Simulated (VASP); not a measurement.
# Ta (P6/mmm) in VASP: a series of runs

Runs on Ta. Level: PBE. Tasks: relaxation of cell and atoms.

All numbers are computed with VASP 6.6.1; they aren't measurements. Logs are shortened: lines on timing, memory, paths and dates and some standing lists are left out, and cuts for length are marked.

### Step 1. The cell of the first run

Symmetry: P6/mmm, No. 191, hexagonal system. Conventional cell: a = 3.943 Å, b = 3.943 Å, c = 2.444 Å, α = 90.00°, β = 90.00°, γ = 120.00°. Within 3.2 Å of Ta (site symmetry 6/mmm) lie 14 Ta at 2.44 to 2.58 Å. Ta (site symmetry -6m2) has 11 Ta at 2.28 to 2.58 Å within 3.0 Å.

This isn't the form of Ta at room conditions, which is bcc.

### Step 2. Relaxation of cell and atoms, PBE, target pressure 270 GPa, at which the enthalpy is minimised

The input, INCAR:

```
SYSTEM = Ta
PREC     = Accurate       ! precision mode
ENCUT    = 600            ! plane-wave cutoff, eV
EDIFF    = 1E-7           ! SCF threshold, eV
ISMEAR   = -1             ! smearing method
SIGMA    = 0.05           ! smearing width, eV
LREAL    = .FALSE.        ! projectors in reciprocal space
LASPH    = .TRUE.         ! aspherical terms in the spheres
NELM     = 60             ! most SCF steps
ALGO     = Normal         ! electronic algorithm
ISIF     = 3              ! what is computed and relaxed
LWAVE    = .FALSE.        ! write WAVECAR
LCHARG   = .FALSE.        ! write CHGCAR
GGA      = PE             ! functional
IBRION   = 2              ! ionic algorithm
NSW      = 60             ! ionic steps
EDIFFG   = -0.005         ! ionic threshold
PSTRESS  = 2700.0
```

The input, KPOINTS:

```
regular mesh
0
G
  9 9 13
  0 0 0
```

The input, POSCAR:

```
Ta
1.0
    3.9425423190      0.0000000000      0.0000000000
   -1.9712711595      3.4143418038      0.0000000000
    0.0000000000      0.0000000000      2.4443762378
Ta
3
Direct
    0.0000000000      0.0000000000      0.0000000000
    0.3333333333      0.6666666667      0.5000000000
    0.6666666667      0.3333333333      0.5000000000
```

Potentials or basis: VASP PAW PBE potentials, release 64 (Ta_pv).

Command:

```console
> cat potpaw_PBE.64/Ta_pv/POTCAR > POTCAR
> mpirun -np 1 vasp_std > vasp.out
```

OUTCAR:

```text
SYSTEM = Ta
   PREC = Accurate
   ENCUT = 600
   EDIFF = 1E-7
   ISMEAR = -1
   LREAL = .FALSE.
   LASPH = .TRUE.
   NELM = 60
   ISIF = 3
   GGA = PE
   IBRION = 2
   NSW = 60
   EDIFFG = -0.005
   PSTRESS = 2700.0

 ion  position               nearest neighbor table
   1  0.000  0.000  0.000-   2 2.58   3 2.58   2 2.58   3 2.58   3 2.58   3 2.58   2 2.58   2 2.58
                             3 2.58   3 2.58   2 2.58   2 2.58
   2  0.333  0.667  0.500-   3 2.28   3 2.28   3 2.28   1 2.58   1 2.58   1 2.58   1 2.58   1 2.58
                             1 2.58   3 3.34   3 3.34   3 3.34   3 3.34   3 3.34   3 3.34
   3  0.667  0.333  0.500-   2 2.28   2 2.28   2 2.28   1 2.58   1 2.58   1 2.58   1 2.58   1 2.58
                             1 2.58   2 3.34   2 3.34   2 3.34   2 3.34   2 3.34   2 3.34

  LATTYP: Found a hexagonal cell.
 ALAT       =     3.9425423190
 C/A-ratio  =     0.6200000000

  Lattice vectors:

 A1 = (   3.9425423190,   0.0000000000,   0.0000000000)
 A2 = (  -1.9712711595,   3.4143418038,   0.0000000000)
 A3 = (   0.0000000000,   0.0000000000,   2.4443762378)

Analysis of symmetry for initial positions (statically):
=====================================================================
 Subroutine PRICEL returns:
 Original cell was already a primitive cell.

 Routine SETGRP: Setting up the symmetry group for a
 hexagonal supercell.

 Subroutine GETGRP returns: Found 24 space group operations
 (whereof 24 operations were pure point group operations)
 out of a pool of 24 trial point group operations.

The static configuration has the point symmetry D_6h.

Analysis of symmetry for dynamics (positions and initial velocities):
=====================================================================
 Subroutine PRICEL returns:
 Original cell was already a primitive cell.

 Routine SETGRP: Setting up the symmetry group for a
 hexagonal supercell.

 Subroutine GETGRP returns: Found 24 space group operations
 (whereof 24 operations were pure point group operations)
 out of a pool of 24 trial point group operations.

The dynamic configuration has the point symmetry D_6h.

 Subroutine INISYM returns: Found 24 space group operations
 (whereof 24 operations are pure point group operations),
 and found     1 'primitive' translations

----------------------------------------------------------------------------------------

                                     Primitive cell

  volume of cell :      32.9042

  direct lattice vectors                    reciprocal lattice vectors
     3.942542319  0.000000000  0.000000000     0.253643441  0.146441109  0.000000000
    -1.971271160  3.414341804  0.000000000     0.000000000  0.292882218  0.000000000
     0.000000000  0.000000000  2.444376238     0.000000000  0.000000000  0.409102324

  length of vectors
     3.942542319  3.942542319  2.444376238     0.292882218  0.292882218  0.409102324

  position of ions in fractional coordinates (direct lattice)
     0.000000000  0.000000000  0.000000000
     0.333333333  0.666666667  0.500000000
     0.666666667  0.333333333  0.500000000

  ion indices of the primitive-cell ions
   primitive index   ion index
                 1           1
                 2           2
                 3           3

----------------------------------------------------------------------------------------

 KPOINTS: regular mesh

Automatic generation of k-mesh.
 Grid dimensions read from file:
 generate k-points for:    9    9   13

 Generating k-lattice:

  Cartesian coordinates                     Fractional coordinates (reciprocal lattice)
     0.028182605  0.016271234  0.000000000     0.111111111  0.000000000  0.000000000
     0.000000000  0.032542469  0.000000000     0.000000000  0.111111111  0.000000000
     0.000000000  0.000000000  0.031469410     0.000000000  0.000000000  0.076923077

  Length of vectors
     0.032542469  0.032542469  0.031469410

  Shift w.r.t. Gamma in fractional coordinates (k-lattice)
     0.000000000  0.000000000  0.000000000

 Subroutine IBZKPT returns following result:
 ===========================================

 Found     84 irreducible k-points:

 Following reciprocal coordinates:
            Coordinates               Weight
  0.000000  0.000000  0.000000      1.000000
  0.111111 -0.000000  0.000000      6.000000
  0.222222 -0.000000  0.000000      6.000000
  0.333333  0.000000  0.000000      6.000000
  0.444444 -0.000000  0.000000      6.000000
  0.111111  0.111111  0.000000      6.000000
[... 16 lines left out ...]
  0.333333  0.222222  0.076923     24.000000
  0.333333  0.333333  0.076923      4.000000
 [... further k-points ...]
   k-points           NKPTS =     84   k-points in BZ     NKDIM =     84   number of bands    NBANDS=     20
   number of dos      NEDOS =    301   number of ions     NIONS =      3
   total plane-waves  NPLWV =  20480
   dimension x,y,z NGX =    32 NGY =   32 NGZ =   20
   dimension x,y,z NGXF=    64 NGYF=   64 NGZF=   40
   ions per type =               3
   NGX,Y,Z   is equivalent  to a cutoff of  13.49, 13.49, 13.60 a.u.
   NGXF,Y,Z  is equivalent  to a cutoff of  26.99, 26.99, 27.20 a.u.
 SYSTEM =  Ta
   PREC   = accura    normal or accurate (medium, high low for compatibility)
   ISTART =      0    job   : 0-new  1-cont  2-samecut
   ICHARG =      2    charge: 1-file 2-atom 10-const
   ISPIN  =      1    spin polarized calculation?
   LNONCOLLINEAR =      F non collinear calculations
   LSORBIT =      F    spin-orbit coupling
   LASPH  =      T    aspherical Exc in radial PAW
   ENCUT  =  600.0 eV  44.10 Ry    6.64 a.u.   7.87  7.87  4.88*2*pi/ulx,y,z
   NELM   =     60;   NELMIN=  2; NELMDL= -5     # of ELM steps
   EDIFF  = 0.1E-06   stopping-criterion for ELM
   LREAL  =      F    real-space projection
   EDIFFG = -.5E-02   stopping-criterion for IOM
   NSW    =     60    number of steps for IOM
   IBRION =      2    ionic relax: 0-MD 1-quasi-New 2-CG
   NFREE  =      1    steps in history (QN), initial steepest desc. (CG)
   ISIF   =      3    stress and relaxation
   ISYM   =      2    0-nonsym 1-usesym 2-fastsym
   POTIM  = 0.5000    time-step for ionic-motion
   TEBEG  =    0.0;   TEEND  =   0.0 temperature during run
   PSTRESS= 2700.0 pullay stress
   NELECT =      33.0000    total number of electrons
   NUPDOWN=      -1.0000    fix difference up-down
   EMIN   =  10.00;   EMAX   =-10.00  energy-range for DOS
   EFERMI =   0.00;   METHOD = LEGACY
   ISMEAR =    -1;   SIGMA  =   0.05  broadening in eV -4-tet -1-fermi 0-gaus
   EFERMI_NEDOS =   21; number of points for ismear=-14 and -15
   IALGO  =     38    algorithm
   IMIX   =      4    mixing-type and parameters
     AMIX     =   0.40;   BMIX     =  1.00
     AMIX_MAG =   1.60;   BMIX_MAG =  1.00
  volume/ion in A,a.u.               =      10.97        74.02
  Fermi-wavevector in a.u.,A,eV,Ry     =   1.638686  3.096667 36.535601  2.685291
  Thomas-Fermi vector in A             =   2.729617
   LORBIT       =      0    0 simple, 1 ext, 2 COOP (PROOUT), +10 PAW based schemes
   GGA     = PE    functional components
   LHFCALC =     F    Hartree Fock is set to
   AEXX    =    0.0000 exact exchange contribution
   IVDW    =     0    specifies the selected vdW correction
   LEPSILON=     F    determine dielectric tensor
   LRPA    =     F    only Hartree local field effects (RPA)
 conjugate gradient relaxation of ions
 non-spin polarized calculation
  energy-cutoff  :      600.00
  volume of cell :       32.90
 maximum number of plane-waves:      1116
 NGX is ok and might be reduce to    32

--------------------------------------- Ionic step        1  -------------------------------------------

 number of electron      33.0000004 magnetization

 Free energy of the ion-electron system (eV)
  ---------------------------------------------------
  ext. energy  EPLUGINS =         0.00000000
  ---------------------------------------------------
  free energy    TOTEN  =       -21.66783415 eV

  energy without entropy =      -21.65323574  energy(sigma->0) =      -21.66053495

------------------------ aborting loop because EDIFF is reached ----------------------------------------

  FORCE on cell =-STRESS in cart. coord.  units (eV):
  Direction    XX          YY          ZZ          XY          YZ          ZX
  --------------------------------------------------------------------------------------
  -------------------------------------------------------------------------------------
  Total       60.4247479     60.4247479     48.0364593      0.0000000      0.0000000      0.0000000
  in kB     2942.2123705   2942.2123706   2338.9996586      0.0000000      0.0000000      0.0000000
  external PRESSURE =      41.1414666 kB  Pullay stress =    2700.0000000 kB
[... 100 lines left out ...]
  energy  without entropy=      -22.7460410174  energy(sigma->0) =      -22.75068938

  enthalpy is  TOTEN    =        33.3917913648 eV   P V=       56.1471291083

[... ionic steps 4 to 12 ...]

--------------------------------------- Ionic step       13  -------------------------------------------

 number of electron      33.0000004 magnetization

------------------------ aborting loop because EDIFF is reached ----------------------------------------
[... 73 lines left out ...]
--------------------------------------- Ionic step       15  -------------------------------------------

 number of electron      33.0000004 magnetization

 Free energy of the ion-electron system (eV)
  ---------------------------------------------------
  ext. energy  EPLUGINS =         0.00000000
  ---------------------------------------------------
  free energy    TOTEN  =       -22.33842878 eV

  energy without entropy =      -22.32944070  energy(sigma->0) =      -22.33393474

 E-fermi :  10.9010     XC(G=0): -15.3524

 val. band max:       10.8876419920   @ k =   0.2222  -0.0000   0.0000
 cond. band min:      10.9034231660   @ k =   0.2222   0.2222   0.4615
 fundamental gap:      0.0157811740
 Fermi energy:        10.9009826371

 k-point     1 :       0.0000    0.0000    0.0000
  band No.  band energies     occupation
      1     -24.9221      2.00000
      2     -24.9221      2.00000
      3     -24.0021      2.00000
      4     -24.0021      2.00000
      5     -21.4065      2.00000
      6     -20.9914      2.00000
[... 541 lines left out ...]
     19      13.4657      0.00000
     20      13.4657      0.00000

 [... further k-points ...]

------------------------ aborting loop because EDIFF is reached ----------------------------------------

  FORCE on cell =-STRESS in cart. coord.  units (eV):
  Direction    XX          YY          ZZ          XY          YZ          ZX
  --------------------------------------------------------------------------------------
  -------------------------------------------------------------------------------------
  Total       55.7249849     55.7249849     55.7169695      0.0000000     -0.0000000      0.0000000
  in kB     2700.4000886   2700.4000889   2700.0116669      0.0000000     -0.0000000      0.0000000
  external PRESSURE =       0.2706148 kB  Pullay stress =    2700.0000000 kB
[... 22 lines left out ...]
  energy  without entropy=      -22.3294407008  energy(sigma->0) =      -22.33393474

  enthalpy is  TOTEN    =        33.3782999466 eV   P V=       55.7167287302

 reached required accuracy - stopping structural energy minimisation
```

Run time: 5.1 min. Hardware: 1 thread of Intel Xeon Platinum 8488C (Sapphire Rapids), shared host; peak memory 0.2 GiB.

Results:

- Free energy: -22.3384 eV
- Relaxed volume: 11.02 Å³/atom
- Relaxed cell: a = 4.053 Å, b = 4.053 Å, c = 2.324 Å, α = 90.00°, β = 90.00°, γ = 120.00°
- Space group after relaxing (to 0.1 Å): P6/mmm (No. 191)
- Energy change on relaxing (the run minimises the enthalpy): -223.5 meV/atom
- Ionic steps: 15
- Pressure after relaxing: 270.0 GPa
- Band gap on the k mesh: zero (an odd number of electrons rules out a gap without spin polarisation)

The path:
```tsv
step	energy change (eV)	largest force (eV/Å)	pressure (GPa)	volume (Å³)
1	0.0000	0.0000	274.11	32.90
2	-0.3822	0.0000	262.96	33.80
3	-1.0875	0.0000	261.71	33.32
4	-1.1447	0.0000	260.92	33.35
5	3.6657	0.0000	353.02	30.85
6	-0.6992	0.0000	269.47	33.08
7	-0.6771	0.0000	269.90	33.07
8	-0.6676	0.0000	270.07	33.06
9	-0.6943	0.0000	269.54	33.08
10	-0.6748	0.0000	269.93	33.06
11	-0.6751	0.0000	269.93	33.06
12	-0.6847	0.0000	269.74	33.07
13	-0.6754	0.0000	269.92	33.07
14	-0.6521	0.0000	270.35	33.05
15	-0.6706	0.0000	270.03	33.06
```

Final structure:
```cif
data_structure
_symmetry_space_group_name_H-M 'P 1'
_symmetry_Int_Tables_number 1
_cell_length_a 4.0533
_cell_length_b 4.0533
_cell_length_c 2.3237
_cell_angle_alpha 90.000
_cell_angle_beta 90.000
_cell_angle_gamma 120.000
_cell_volume 33.06
loop_
_atom_site_label
_atom_site_type_symbol
_atom_site_fract_x
_atom_site_fract_y
_atom_site_fract_z
_atom_site_occupancy
Ta1 Ta 0.00000 0.00000 0.00000 1
Ta2 Ta 0.33333 0.66667 0.50000 1
Ta3 Ta 0.66667 0.33333 0.50000 1
```

Levels at points of the mesh, in eV from the Fermi level:
```tsv
k point	band 13	band 14	band 15	band 16	band 17	band 18	band 19	band 20
(0.00, 0.00, 0.00)	-1.65	-1.43	-1.43	-1.34	-1.34	0.64	0.64	4.02
```

Caveat: the cell is relaxed towards a set pressure, so the run minimises the enthalpy, not the energy; spin-orbit coupling is left out, which moves the levels of the heavy elements.

### Step 3. Relaxation of cell and atoms, PBE, target pressure 270 GPa, at which the enthalpy is minimised

This run uses another cell than the first one, of the same volume but with other edges.

Changes to INCAR since step 2:

```diff
@@ -3,3 +3,3 @@
 ENCUT    = 600            ! plane-wave cutoff, eV
-EDIFF    = 1E-7           ! SCF threshold, eV
+EDIFF    = 1E-6           ! SCF threshold, eV
 ISMEAR   = -1             ! smearing method
@@ -8,3 +8,3 @@
 LASPH    = .TRUE.         ! aspherical terms in the spheres
-NELM     = 60             ! most SCF steps
+NELM     = 100            ! most SCF steps
 ALGO     = Normal         ! electronic algorithm
@@ -15,3 +15,3 @@
 IBRION   = 2              ! ionic algorithm
-NSW      = 60             ! ionic steps
+NSW      = 32             ! ionic steps
 EDIFFG   = -0.005         ! ionic threshold
```

The input, KPOINTS:

```
Automatic mesh
0
G
  9 9 13
  0 0 0
```

The input, POSCAR:

```
Ta
1.0
    4.0473393231      0.0000000000      0.0000000000
   -2.0236696616      3.5050986716      0.0000000000
    0.0000000000      0.0000000000      2.3193183419
Ta
3
Direct
    0.0000000000      0.0000000000      0.0000000000
    0.3333333333      0.6666666667      0.5000000000
    0.6666666667      0.3333333333      0.5000000000
```

Potentials or basis: VASP PAW PBE potentials, release 64 (Ta_pv).

Command:

```console
> cat potpaw_PBE.64/Ta_pv/POTCAR > POTCAR
> mpirun -np 1 vasp_std > vasp.out
```

Wall time 1.7 min (1 thread of Intel Xeon Platinum 8488C (Sapphire Rapids), shared host); peak memory 0.2 GiB.

It converged, with:

```
Free energy                                                : -22.3390 eV
Relaxed volume                                             : 11.02 Å³/atom
Relaxed cell                                               : a = 4.053 Å, b = 4.053 Å, c = 2.324 Å, α = 90.00°, β = 90.00°, γ = 120.00°
Space group after relaxing (to 0.1 Å)                      : P6/mmm (No. 191)
Energy change on relaxing (the run minimises the enthalpy) : -90.7 meV/atom
Ionic steps                                                : 6
Pressure after relaxing                                    : 270.0 GPa
Band gap on the k mesh                                     : zero (an odd number of electrons rules out a gap without spin polarisation)
```

The path:
```
step  energy change (eV)  largest force (eV/Å)  pressure (GPa)  volume (Å³)
   1              0.0000                0.0000          275.19        32.90
   2             -2.6734                0.0000          224.53        34.62
   3             -0.2800                0.0000          269.85        33.07
   4             -0.2726                0.0000          270.00        33.06
   5             -0.2707                0.0000          270.02        33.06
   6             -0.2720                0.0000          270.00        33.06
```

Final structure:
```
Ta
1.0
     4.05338    0.00000    0.00000
    -2.02669    3.51033    0.00000
     0.00000    0.00000    2.32365
Ta
3
Direct
  0.00000 0.00000 0.00000
  0.33333 0.66667 0.50000
  0.66667 0.33333 0.50000
```

Levels at points of the mesh, in eV from the Fermi level:
```tsv
k point	band 15	band 16	band 17	band 18	band 19	band 20
(0.00, 0.00, 0.00)	-1.43	-1.34	-1.34	0.64	0.64	4.02
```

Caveat: the cell is relaxed towards a set pressure, so the run minimises the enthalpy, not the energy; spin-orbit coupling is left out, which moves the levels of the heavy elements.
